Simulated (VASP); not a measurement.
# Ag (P6_3/mmc) in VASP: further runs

Ag is run at these levels: LDA; tasks: single point.

All numbers are computed with VASP 6.6.1; they aren't measurements. Logs are shortened: lines on timing, memory, paths and dates and some standing lists are left out, and cuts for length are marked.

## 1. The cell of the first run

It takes space group P6_3/mmc (No. 194, hexagonal). Conventional cell: a = 2.930 Å, b = 2.930 Å, c = 4.790 Å, α = 90.00°, β = 90.00°, γ = 120.00°. Within 3.9 Å of Ag (site symmetry -6m2) lie 12 Ag at 2.93 Å.

## 2. Single point, LDA

Input file INCAR:

```
SYSTEM = Ag
ALGO = Normal
EDIFF = 1E-6
ENCUT = 500
GGA_COMPAT = .False.
ISIF = 2
ISMEAR = 0
LASPH = .True.
LCHARG = .False.
LREAL = .False.
LWAVE = .False.
NBANDS = 18
NELM = 120
PREC = Accurate
SIGMA = 0.1
```

Input file KPOINTS:

```
k-points
0
Gamma
  9 9 4
  0 0 0
```

Input file POSCAR:

```
Ag
1.0
    2.9299980804      0.0000000000      0.0000000000
   -1.4649990402      2.5374527707      0.0000000000
    0.0000000000      0.0000000000      4.7900000000
Ag
2
Direct
    0.3333333333      0.6666666667      0.2500000000
    0.6666666667      0.3333333333      0.7500000000
```

Potentials or basis: VASP PAW LDA potentials, release 64 (Ag).

Command:

```sh
$ cat potpaw_LDA.64/Ag/POTCAR > POTCAR
$ mpirun -np 1 vasp_std > vasp.out
```

OUTCAR:

```text
SYSTEM = Ag
   EDIFF = 1E-6
   ENCUT = 500
   ISIF = 2
   ISMEAR = 0
   LASPH = .True.
   LREAL = .False.
   NELM = 120
   PREC = Accurate

 ion  position               nearest neighbor table
   1  0.333  0.667  0.250-   2 2.93   2 2.93   2 2.93   2 2.93   2 2.93   2 2.93
   2  0.667  0.333  0.750-   1 2.93   1 2.93   1 2.93   1 2.93   1 2.93   1 2.93

  LATTYP: Found a hexagonal cell.
 ALAT       =     2.9299980804
 C/A-ratio  =     1.6348133577

  Lattice vectors:

 A1 = (   2.9299980804,   0.0000000000,   0.0000000000)
 A2 = (  -1.4649990402,   2.5374527707,   0.0000000000)
 A3 = (   0.0000000000,   0.0000000000,   4.7900000000)

Analysis of symmetry for initial positions (statically):
=====================================================================
 Subroutine PRICEL returns:
 Original cell was already a primitive cell.

 Routine SETGRP: Setting up the symmetry group for a
 hexagonal supercell.

 Subroutine GETGRP returns: Found 24 space group operations
 (whereof 12 operations were pure point group operations)
 out of a pool of 24 trial point group operations.

The static configuration has the point symmetry D_3d.
 The point group associated with its full space group is D_6h.

Analysis of symmetry for dynamics (positions and initial velocities):
=====================================================================
 Subroutine PRICEL returns:
 Original cell was already a primitive cell.

 Routine SETGRP: Setting up the symmetry group for a
 hexagonal supercell.

 Subroutine GETGRP returns: Found 24 space group operations
 (whereof 12 operations were pure point group operations)
 out of a pool of 24 trial point group operations.

The dynamic configuration has the point symmetry D_3d.
 The point group associated with its full space group is D_6h.

 Subroutine INISYM returns: Found 24 space group operations
 (whereof 12 operations are pure point group operations),
 and found     1 'primitive' translations

----------------------------------------------------------------------------------------

                                     Primitive cell

  volume of cell :      35.6124

  direct lattice vectors                    reciprocal lattice vectors
     2.929998080  0.000000000  0.000000000     0.341297152  0.197048003  0.000000000
    -1.464999040  2.537452771  0.000000000     0.000000000  0.394096005  0.000000000
     0.000000000  0.000000000  4.790000000     0.000000000  0.000000000  0.208768267

[... 82 lines left out ...]
   NELM   =    120;   NELMIN=  2; NELMDL= -5     # of ELM steps
   EDIFF  = 0.1E-05   stopping-criterion for ELM
   LREAL  =      F    real-space projection
   EDIFFG = 0.1E-04   stopping-criterion for IOM
   NSW    =      0    number of steps for IOM
   IBRION =     -1    ionic relax: 0-MD 1-quasi-New 2-CG
   NFREE  =      0    steps in history (QN), initial steepest desc. (CG)
   ISIF   =      2    stress and relaxation
   ISYM   =      2    0-nonsym 1-usesym 2-fastsym
   POTIM  = 0.5000    time-step for ionic-motion
   TEBEG  =    0.0;   TEEND  =   0.0 temperature during run
   PSTRESS=    0.0 pullay stress
   NELECT =      22.0000    total number of electrons
   NUPDOWN=      -1.0000    fix difference up-down
   EMIN   =  10.00;   EMAX   =-10.00  energy-range for DOS
   EFERMI =   0.00;   METHOD = LEGACY
   ISMEAR =     0;   SIGMA  =   0.10  broadening in eV -4-tet -1-fermi 0-gaus
   EFERMI_NEDOS =   21; number of points for ismear=-14 and -15
   IALGO  =     38    algorithm
   IMIX   =      4    mixing-type and parameters
     AMIX     =   0.40;   BMIX     =  1.00
     AMIX_MAG =   1.60;   BMIX_MAG =  1.00
  volume/ion in A,a.u.               =      17.81       120.16
  Fermi-wavevector in a.u.,A,eV,Ry     =   1.394276  2.634800 26.449806  1.944006
  Thomas-Fermi vector in A             =   2.517841
   LORBIT       =      0    0 simple, 1 ext, 2 COOP (PROOUT), +10 PAW based schemes
   GGA     = CA    functional components
   LHFCALC =     F    Hartree Fock is set to
   AEXX    =    0.0000 exact exchange contribution
   IVDW    =     0    specifies the selected vdW correction
   LEPSILON=     F    determine dielectric tensor
   LRPA    =     F    only Hartree local field effects (RPA)
 non-spin polarized calculation
 Gauss-broadening in eV      SIGMA  =   0.10
  energy-cutoff  :      500.00
  volume of cell :       35.61
 maximum number of plane-waves:       917
 NGX is ok and might be reduce to    24
   NGX = 11   NGY = 11   NGZ = 17

 number of electron      22.0000005 magnetization

 Free energy of the ion-electron system (eV)
  ---------------------------------------------------
  ext. energy  EPLUGINS =         0.00000000
  ---------------------------------------------------
  free energy    TOTEN  =        -7.43802523 eV

  energy without entropy =       -7.43346256  energy(sigma->0) =       -7.43574389

 E-fermi :   7.4871     XC(G=0): -12.3290

 val. band max:        7.4439848737   @ k =   0.3333   0.1111   0.5000
 cond. band min:       7.8585585861   @ k =   0.4444   0.0000   0.5000
 fundamental gap:      0.4145737124
 Fermi energy:         7.4871133605

 k-point     1 :       0.0000    0.0000    0.0000
  band No.  band energies     occupation
      1       0.0369      2.00000
      2       1.4194      2.00000
      3       2.9265      2.00000
      4       3.0156      2.00000
      5       3.0156      2.00000
      6       3.2372      2.00000
[... 481 lines left out ...]
      5       3.0375      2.00000
      6       3.0375      2.00000
[... 10 lines left out ...]
     17      21.0652      0.00000
     18      21.0652      0.00000

 [... further k-points ...]

------------------------ aborting loop because EDIFF is reached ----------------------------------------

  FORCE on cell =-STRESS in cart. coord.  units (eV):
  Direction    XX          YY          ZZ          XY          YZ          ZX
  --------------------------------------------------------------------------------------
  -------------------------------------------------------------------------------------
  Total       -2.4820903     -2.4820903     -2.0658069      0.0000000      0.0000000      0.0000000
  in kB     -111.6676434   -111.6676434    -92.9393204      0.0000000      0.0000000      0.0000000
  external PRESSURE =    -105.4248691 kB  Pullay stress =       0.0000000 kB

 VOLUME and BASIS-vectors are now :
 -----------------------------------------------------------------------------
  energy-cutoff  :      500.00
  volume of cell :       35.61
      direct lattice vectors                 reciprocal lattice vectors
     2.929998080  0.000000000  0.000000000     0.341297152  0.197048003  0.000000000
    -1.464999040  2.537452771  0.000000000     0.000000000  0.394096005  0.000000000
     0.000000000  0.000000000  4.790000000     0.000000000  0.000000000  0.208768267

 POSITION                                       TOTAL-FORCE (eV/Angst)
 -----------------------------------------------------------------------------------
     -0.00000      1.69164      1.19750         0.000000      0.000000      0.000000
      1.46500      0.84582      3.59250        -0.000000     -0.000000      0.000000
 -----------------------------------------------------------------------------------
    total drift:                               -0.000000      0.000000     -0.000000

  FREE ENERGIE OF THE ION-ELECTRON SYSTEM (eV)
  ---------------------------------------------------
  free  energy   TOTEN  =        -7.4380252255 eV

  energy  without entropy=       -7.4334625634  energy(sigma->0) =       -7.43574389
```

stdout:

```text
POSCAR found type information on POSCAR Ag
 POSCAR found :  1 types and       2 ions
 scaLAPACK will be used
 LDA part: xc-table for (Slater(with rela. corr.)+CA(PZ))
 , standard interpolation
 POSCAR, INCAR and KPOINTS ok, starting setup
 FFT: planning ... GRIDC
 FFT: planning ... GRID_SOFT
 FFT: planning ... GRID
 WAVECAR not read
 entering main loop
```

Wall time 23 s (1 thread of Intel Xeon 8259CL, shared host); peak memory 0.15 GiB.

What came out:

```yaml
Free_energy: -7.4380 eV
Pressure: -10.5 GPa
Band_gap_on_the_k_mesh: zero (band 11 reaches 11.50 eV, above the bottom of band 12 at 4.23 eV)
```

## 3. Single point, LDA

This run uses another cell than the first one, of 15.52 Å³/atom, 0.872 times its volume.

Input file INCAR:

```
PREC = Accurate
ENCUT = 520
EDIFF = 1E-6
ISMEAR = -1
SIGMA = 0.15
LREAL = False
LASPH = True
NELM = 100
ALGO = Normal
ISIF = 2
LWAVE = False
LCHARG = False
GGA = CA
NBANDS = 18
```

Input file KPOINTS:

```
Automatic mesh
0
Gamma
  18 18 10
```

Input file POSCAR:

```
Ag
1.0
    2.7953814038      0.0000000000      0.0000000000
   -1.3976907019      2.4208713089      0.0000000000
    0.0000000000      0.0000000000      4.5875874633
Ag
2
Direct
    0.3333333333      0.6666666667      0.2500000000
    0.6666666667      0.3333333333      0.7500000000
```

Potentials or basis: VASP PAW LDA potentials, release 64 (Ag).

Command:

```sh
$ cat potpaw_LDA.64/Ag/POTCAR > POTCAR
$ mpirun -np 1 vasp_std > vasp.out
```

It took 1.9 min on 1 thread of Intel Xeon Platinum 8375C at 2.90GHz (Ice Lake), shared host; peak memory 0.21 GiB.

It converged, with:

* Free energy: -7.5536 eV
* Pressure: 5.1 GPa
* Band gap on the k mesh: zero (band 11 reaches 13.90 eV, above the bottom of band 12 at 6.05 eV)

Levels at points of the mesh, in eV from the Fermi level:
```tsv
k point	band 8	band 9	band 10	band 11	band 12	band 13	band 14	band 15
(0.00, 0.00, 0.00)	-4.32	-4.32	-3.13	-3.13	-0.75	4.04	15.93	17.80
(0.50, 0.00, 0.00)	-2.95	-2.91	-2.79	0.10	1.79	7.24	7.50	10.16
(0.00, 0.00, 0.50)	-4.96	-3.50	-3.50	-3.50	-3.50	11.74	11.74	16.31
(0.50, 0.00, 0.50)	-3.21	-2.85	-2.85	0.61	0.61	5.14	5.14	14.33
```

## 4. Single point, LDA (volume scaled by 0.98, then relaxed in part)

INCAR, as its differences from that of step 3:

```diff
@@ -12,3 +12,2 @@
 LCHARG = False
-GGA = CA
 NBANDS = 18
```

Input file KPOINTS:

```
regular mesh
0
Gamma
  18 18 10
```

Input file POSCAR:

```
Ag
1.0
    2.8072990397      0.0000000000      0.0000000000
   -1.4036495198      2.4311922844      0.0000000000
    0.0000000000      0.0000000000      4.6078508774
Ag
2
Direct
    0.3333333333      0.6666666667      0.2500000000
    0.6666666667      0.3333333333      0.7500000000
```

Command:

```sh
$ cat potpaw_LDA.64/Ag/POTCAR > POTCAR
$ mpirun -np 1 vasp_std > vasp.out
```

Run time: 2 min. Hardware: 1 thread of Intel Xeon Platinum 8375C at 2.90GHz (Ice Lake), shared host; peak memory 0.21 GiB.

It converged, with:

| Property | Result |
| --- | --- |
| Free energy | -7.5642 eV |
| Pressure | 3.1 GPa |
| Band gap on the k mesh | zero (band 11 reaches 13.66 eV, above the bottom of band 12 at 5.86 eV) |

Levels at points of the mesh, in eV from the Fermi level:
| k point | band 8 | band 9 | band 10 | band 11 | band 12 | band 13 | band 14 | band 15 |
| --- | --- | --- | --- | --- | --- | --- | --- | --- |
| (0.00, 0.00, 0.00) | -4.28 | -4.28 | -3.12 | -3.12 | -0.71 | 3.96 | 15.90 | 17.76 |
| (0.50, 0.00, 0.00) | -2.95 | -2.90 | -2.79 | 0.10 | 1.75 | 7.17 | 7.44 | 10.03 |
| (0.00, 0.00, 0.50) | -4.90 | -3.48 | -3.48 | -3.48 | -3.48 | 11.64 | 11.64 | 16.28 |
| (0.50, 0.00, 0.50) | -3.20 | -2.85 | -2.85 | 0.63 | 0.63 | 5.06 | 5.06 | 14.23 |

Caveat: the cell differs from its parent crystal (volume scaled by 0.98, then relaxed in part).

## 5. Single point, LDA

This run uses another cell than the first one, of 16.05 Å³/atom, 0.901 times its volume.

Input file INCAR:

```
  PREC = Accurate
  ENCUT = 520
  EDIFF = 1E-6
  ISMEAR = 0
  SIGMA = 0.1
  LREAL = False
  LASPH = True
  NELM = 80
  ALGO = Normal
  ISIF = 2
  LWAVE = False
  LCHARG = True
  GGA = CA
  LELF = True
  LVHAR = True
  NBANDS = 18
```

KPOINTS is that of step 4.

Input file POSCAR:

```
Ag
1.0
    2.8292200651      0.0000000000      0.0000000000
   -1.4146100326      2.4501764493      0.0000000000
    0.0000000000      0.0000000000      4.6302970604
Ag
2
Direct
    0.3333333333      0.6666666667      0.2500000000
    0.6666666667      0.3333333333      0.7500000000
```

Command:

```sh
$ cat potpaw_LDA.64/Ag/POTCAR > POTCAR
$ mpirun -np 1 vasp_std > vasp.out
```

Wall time 1.9 min (1 thread of Intel Xeon Platinum 8375C at 2.90GHz (Ice Lake), shared host); peak memory 0.22 GiB.

The run converged. Its results:

```
Free energy            : -7.5489 eV
Pressure               : 0.1 GPa
Band gap on the k mesh : zero (band 11 reaches 13.27 eV, above the bottom of band 12 at 5.58 eV)
```

Levels at points of the mesh, in eV from the Fermi level:
```csv
k point,band 9,band 10,band 11,band 12,band 13,band 14
"(0.00, 0.00, 0.00)",-4.20,-3.06,-3.06,-0.59,3.91,15.88
"(0.50, 0.00, 0.00)",-2.85,-2.75,0.13,1.72,7.12,7.40
"(0.00, 0.00, 0.50)",-3.41,-3.41,-3.41,-3.41,11.58,11.58
"(0.50, 0.00, 0.50)",-2.81,-2.81,0.68,0.68,4.96,4.96
```

## 6. Single point, LDA

This run uses another cell than the first one, of 16.05 Å³/atom, 0.901 times its volume.

Input file INCAR:

```
SYSTEM = Ag
PREC = Accurate
ENCUT = 520
EDIFF = 1E-6
ISMEAR = -1
SIGMA = 0.15
LREAL = .False.
LASPH = .True.
NELM = 60
ALGO = Normal
ISIF = 2
LWAVE = .False.
LCHARG = .True.
LELF = .True.
LVHAR = .True.
NBANDS = 18
```

Input file KPOINTS:

```
regular mesh
0
Gamma
  18 18 10
  0 0 0
```

Input file POSCAR:

```
Ag
1.0
    2.8260785587      0.0000000000      0.0000000000
   -1.4130392794      2.4474558249      0.0000000000
    0.0000000000      0.0000000000      4.6396074165
Ag
2
Direct
    0.3333333333      0.6666666667      0.2500000000
    0.6666666667      0.3333333333      0.7500000000
```

Potentials or basis: VASP PAW LDA potentials, release 64 (Ag).

Command:

```sh
$ cat potpaw_LDA.64/Ag/POTCAR > POTCAR
$ mpirun -np 1 vasp_std > vasp.out
```

Run time: 1.9 min. Hardware: 1 thread of Intel Xeon Platinum 8375C at 2.90GHz (Ice Lake), shared host; peak memory 0.22 GiB.

The run converged. Its results:

```yaml
Free_energy: -7.5709 eV
Pressure: 0.1 GPa
Band_gap_on_the_k_mesh: zero (band 11 reaches 13.29 eV, above the bottom of band 12 at 5.58 eV)
```

Levels at points of the mesh, in eV from the Fermi level:
```tsv
k point	band 9	band 10	band 11	band 12	band 13	band 14
(0.00, 0.00, 0.00)	-4.22	-3.10	-3.10	-0.65	3.83	15.87
(0.50, 0.00, 0.00)	-2.89	-2.78	0.10	1.70	7.07	7.35
(0.00, 0.00, 0.50)	-3.45	-3.45	-3.45	-3.45	11.48	11.48
(0.50, 0.00, 0.50)	-2.84	-2.84	0.65	0.65	4.94	4.94
```

## 7. The runs side by side

```tsv
cell	k mesh	cutoff (eV)	smearing	gap on the mesh (eV)	pressure (GPa)
a = 2.930, b = 2.930, c = 4.790 Å, angles 90.0, 90.0, 120.0°, 2 atoms	9 × 9 × 4	500	gaussian 0.1 eV	none	-10.5
a = 2.795, b = 2.795, c = 4.588 Å, angles 90.0, 90.0, 120.0°, 2 atoms	18 × 18 × 10	520	fermi-dirac 0.15 eV	none	5.1
a = 2.807, b = 2.807, c = 4.608 Å, angles 90.0, 90.0, 120.0°, 2 atoms	18 × 18 × 10	520	fermi-dirac 0.15 eV	none	3.1
a = 2.829, b = 2.829, c = 4.630 Å, angles 90.0, 90.0, 120.0°, 2 atoms	18 × 18 × 10	520	gaussian 0.1 eV	none	0.1
a = 2.826, b = 2.826, c = 4.640 Å, angles 90.0, 90.0, 120.0°, 2 atoms	18 × 18 × 10	520	fermi-dirac 0.15 eV	none	0.1
```

Alike in all rows: task single point; level LDA; potentials or basis VASP PAW LDA potentials, release 64 (Ag); no spin polarisation.

Total energies depend on the potentials used, so only differences within one code and one set of settings carry meaning.
